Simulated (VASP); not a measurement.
# MoW3 (P4/mmm) in VASP: single point with PBE

Aim: the single point of MoW3 with PBE.

Program: VASP 6.6.1. These are calculated values, not measurements. Logs are shortened: lines on timing, memory, paths and dates and some standing lists are left out, and cuts for length are marked.

## (1) The cell of the first run

Symmetry: P4/mmm, No. 123, tetragonal system. Conventional cell: a = 4.625 Å, b = 4.625 Å, c = 3.271 Å, α = 90.00°, β = 90.00°, γ = 90.00°. Mo (site symmetry 4/mmm) has 12 W at 2.83 to 3.27 Å and 2 Mo at 3.27 Å within 3.7 Å. Within 3.7 Å of W (site symmetry mmm) lie 4 Mo at 2.83 Å and 10 W at 2.83 to 3.27 Å. W (site symmetry 4/mmm) has 10 W at 2.83 to 3.27 Å and 4 Mo at 3.27 Å within 3.7 Å.

## (2) Single point, PBE

Input file INCAR:

```
SYSTEM = MoW3
PREC = Accurate
ENCUT = 520
EDIFF = 1E-6
ISMEAR = 0
SIGMA = 0.1
LREAL = .False.
LASPH = .True.
NELM = 100
ALGO = Normal
ISIF = 2
LWAVE = .False.
LCHARG = .False.
GGA = PE
NBANDS = 36
```

Input file KPOINTS:

```
Automatic mesh
0
Gamma
  4 4 6
  0 0 0
```

Input file POSCAR:

```
MoW3
1.0
    4.6254364800      0.0000000000      0.0000000000
    0.0000000000      4.6254364800      0.0000000000
    0.0000000000      0.0000000000      3.2706775000
Mo W
1 3
Direct
    0.5000000000      0.5000000000      0.5000000000
    0.0000000000      0.5000000000      0.0000000000
    0.0000000000      0.0000000000      0.5000000000
    0.5000000000      0.0000000000      0.0000000000
```

Potentials or basis: VASP PAW PBE potentials, release 64 (Mo_sv, W_sv).

The run is started by

```sh
cat potpaw_PBE.64/Mo_sv/POTCAR potpaw_PBE.64/W_sv/POTCAR > POTCAR
mpirun -np 1 vasp_std > vasp.out
```

OUTCAR:

```text
SYSTEM = MoW3
   PREC = Accurate
   ENCUT = 520
   EDIFF = 1E-6
   ISMEAR = 0
   LREAL = .False.
   LASPH = .True.
   NELM = 100
   ISIF = 2
   GGA = PE

 ion  position               nearest neighbor table
   1  0.500  0.500  0.500-   2 2.83   4 2.83   2 2.83   4 2.83   4 2.83   4 2.83   2 2.83   2 2.83
                             3 3.27   3 3.27   3 3.27   3 3.27
   2  0.000  0.500  0.000-   1 2.83   3 2.83   1 2.83   3 2.83   3 2.83   3 2.83   1 2.83   1 2.83
                             4 3.27   4 3.27   4 3.27   4 3.27
   3  0.000  0.000  0.500-   2 2.83   4 2.83   2 2.83   4 2.83   2 2.83   2 2.83   4 2.83   4 2.83
                             1 3.27   1 3.27   1 3.27   1 3.27
   4  0.500  0.000  0.000-   1 2.83   3 2.83   1 2.83   3 2.83   1 2.83   1 2.83   3 2.83   3 2.83
                             2 3.27   2 3.27   2 3.27   2 3.27

  LATTYP: Found a simple tetragonal cell.
 ALAT       =     4.6254364800
 C/A-ratio  =     0.7071067810

  Lattice vectors:

 A1 = (   4.6254364800,   0.0000000000,   0.0000000000)
 A2 = (   0.0000000000,   4.6254364800,   0.0000000000)
 A3 = (   0.0000000000,   0.0000000000,   3.2706775000)

Analysis of symmetry for initial positions (statically):
=====================================================================
 Subroutine PRICEL returns:
 Original cell was already a primitive cell.

 Routine SETGRP: Setting up the symmetry group for a
 simple tetragonal supercell.

 Subroutine GETGRP returns: Found 16 space group operations
 (whereof 16 operations were pure point group operations)
 out of a pool of 16 trial point group operations.

The static configuration has the point symmetry D_4h.

Analysis of symmetry for dynamics (positions and initial velocities):
=====================================================================
 Subroutine PRICEL returns:
 Original cell was already a primitive cell.

 Routine SETGRP: Setting up the symmetry group for a
 simple tetragonal supercell.

 Subroutine GETGRP returns: Found 16 space group operations
 (whereof 16 operations were pure point group operations)
 out of a pool of 16 trial point group operations.

The dynamic configuration has the point symmetry D_4h.

 Subroutine INISYM returns: Found 16 space group operations
 (whereof 16 operations are pure point group operations),
 and found     1 'primitive' translations

----------------------------------------------------------------------------------------

                                     Primitive cell

  volume of cell :      69.9750

  direct lattice vectors                    reciprocal lattice vectors
[... 92 lines left out ...]
   EDIFFG = 0.1E-04   stopping-criterion for IOM
   NSW    =      0    number of steps for IOM
   IBRION =     -1    ionic relax: 0-MD 1-quasi-New 2-CG
   NFREE  =      0    steps in history (QN), initial steepest desc. (CG)
   ISIF   =      2    stress and relaxation
   ISYM   =      2    0-nonsym 1-usesym 2-fastsym
   POTIM  = 0.5000    time-step for ionic-motion
   TEBEG  =    0.0;   TEEND  =   0.0 temperature during run
   PSTRESS=    0.0 pullay stress
   NELECT =      56.0000    total number of electrons
   NUPDOWN=      -1.0000    fix difference up-down
   EMIN   =  10.00;   EMAX   =-10.00  energy-range for DOS
   EFERMI =   0.00;   METHOD = LEGACY
   ISMEAR =     0;   SIGMA  =   0.10  broadening in eV -4-tet -1-fermi 0-gaus
   EFERMI_NEDOS =   21; number of points for ismear=-14 and -15
   IALGO  =     38    algorithm
   IMIX   =      4    mixing-type and parameters
     AMIX     =   0.40;   BMIX     =  1.00
     AMIX_MAG =   1.60;   BMIX_MAG =  1.00
  volume/ion in A,a.u.               =      17.49       118.05
  Fermi-wavevector in a.u.,A,eV,Ry     =   1.519928  2.872248 31.431937  2.310182
  Thomas-Fermi vector in A             =   2.628848
   LORBIT       =      0    0 simple, 1 ext, 2 COOP (PROOUT), +10 PAW based schemes
   GGA     = PE    functional components
   LHFCALC =     F    Hartree Fock is set to
   AEXX    =    0.0000 exact exchange contribution
   IVDW    =     0    specifies the selected vdW correction
   LEPSILON=     F    determine dielectric tensor
   LRPA    =     F    only Hartree local field effects (RPA)
 non-spin polarized calculation
 Gauss-broadening in eV      SIGMA  =   0.10
  energy-cutoff  :      520.00
  volume of cell :       69.98
 maximum number of plane-waves:      1912
 NGX is ok and might be reduce to    36
   NGX = 17   NGY = 17   NGZ = 13

 number of electron      56.0000013 magnetization

 Free energy of the ion-electron system (eV)
  ---------------------------------------------------
  ext. energy  EPLUGINS =         0.00000000
  ---------------------------------------------------
  free energy    TOTEN  =       -49.42963075 eV

  energy without entropy =      -49.41166129  energy(sigma->0) =      -49.42064602

 E-fermi :  10.3648     XC(G=0): -13.0110

 val. band max:       10.2493512009   @ k =   0.5000   0.2500   0.0000
 cond. band min:      10.3756356313   @ k =   0.2500   0.0000   0.1667
 fundamental gap:      0.1262844304
 Fermi energy:        10.3647985103

 k-point     1 :       0.0000    0.0000    0.0000
  band No.  band energies     occupation
      1     -64.0519      2.00000
      2     -64.0212      2.00000
      3     -63.8893      2.00000
      4     -50.8462      2.00000
      5     -28.5568      2.00000
      6     -28.5568      2.00000
[... 925 lines left out ...]
     35      12.9895      0.00000
     36      12.9895      0.00000

------------------------ aborting loop because EDIFF is reached ----------------------------------------

  FORCE on cell =-STRESS in cart. coord.  units (eV):
  Direction    XX          YY          ZZ          XY          YZ          ZX
  --------------------------------------------------------------------------------------
  -------------------------------------------------------------------------------------
  Total       -9.3278238     -9.3278238     -8.6571410      0.0000000      0.0000000      0.0000000
  in kB     -213.5736892   -213.5736892   -198.2174601      0.0000000      0.0000000      0.0000000
  external PRESSURE =    -208.4549462 kB  Pullay stress =       0.0000000 kB

 VOLUME and BASIS-vectors are now :
 -----------------------------------------------------------------------------
  energy-cutoff  :      520.00
  volume of cell :       69.98
      direct lattice vectors                 reciprocal lattice vectors
     4.625436480  0.000000000  0.000000000     0.216195813  0.000000000  0.000000000
     0.000000000  4.625436480  0.000000000     0.000000000  0.216195813  0.000000000
     0.000000000  0.000000000  3.270677500     0.000000000  0.000000000  0.305747051

 POSITION                                       TOTAL-FORCE (eV/Angst)
 -----------------------------------------------------------------------------------
      2.31272      2.31272      1.63534         0.000000      0.000000      0.000000
      0.00000      2.31272      0.00000         0.000000      0.000000      0.000000
      0.00000      0.00000      1.63534         0.000000      0.000000      0.000000
      2.31272      0.00000      0.00000         0.000000      0.000000      0.000000
 -----------------------------------------------------------------------------------
    total drift:                                0.000000      0.000000     -0.000000

  FREE ENERGIE OF THE ION-ELECTRON SYSTEM (eV)
  ---------------------------------------------------
  free  energy   TOTEN  =       -49.4296307494 eV

  energy  without entropy=      -49.4116612928  energy(sigma->0) =      -49.42064602
```

OSZICAR:

```text
N       E                     dE             d eps       ncg     rms          rms(c)
DAV:   1     0.733309606618E+03    0.73331E+03   -0.33667E+04  1728   0.177E+03
DAV:   2    -0.142155316153E+02   -0.74753E+03   -0.73262E+03  1848   0.564E+02
DAV:   3    -0.513805339471E+02   -0.37165E+02   -0.35934E+02  2116   0.122E+02
DAV:   4    -0.522646148647E+02   -0.88408E+00   -0.87484E+00  2128   0.180E+01
DAV:   5    -0.522790572972E+02   -0.14442E-01   -0.14378E-01  2064   0.237E+00    0.321E+01
DAV:   6    -0.499199670781E+02    0.23591E+01   -0.42257E+00  1896   0.142E+01    0.108E+01
DAV:   7    -0.495013528338E+02    0.41861E+00   -0.18339E+00  2084   0.811E+00    0.199E+00
DAV:   8    -0.494490061050E+02    0.52347E-01   -0.43978E-01  2100   0.258E+00    0.149E+00
DAV:   9    -0.494320525819E+02    0.16954E-01   -0.67713E-02  2136   0.156E+00    0.542E-01
DAV:  10    -0.494297711374E+02    0.22814E-02   -0.15006E-02  2076   0.947E-01    0.245E-01
DAV:  11    -0.494296424929E+02    0.12864E-03   -0.15361E-03  2492   0.312E-01    0.838E-02
DAV:  12    -0.494296311074E+02    0.11385E-04   -0.13046E-04  2012   0.806E-02    0.209E-02
DAV:  13    -0.494296307494E+02    0.35798E-06   -0.76023E-06  2004   0.230E-02
   1 F= -.49429631E+02 E0= -.49420646E+02  d E =-.179695E-01
```

stdout:

```text
POSCAR found type information on POSCAR MoW
 POSCAR found :  2 types and       4 ions
 scaLAPACK will be used
 LDA part: xc-table for (Slater+PW92), standard interpolation
 POSCAR, INCAR and KPOINTS ok, starting setup
 FFT: planning ... GRIDC
 FFT: planning ... GRID_SOFT
 FFT: planning ... GRID
 WAVECAR not read
 entering main loop
```

Run time: 54 s. Hardware: 1 thread of Intel Xeon 8259CL, shared host; peak memory 0.2 GiB.

Results:

- Free energy: -49.4296 eV
- Pressure: -20.8 GPa
- Band gap on the k mesh: zero (bands 28 and 29 overlap by 1.22 eV)

Caveat: the cell stands under tension; spin-orbit coupling is left out, which moves the levels of the heavy elements.
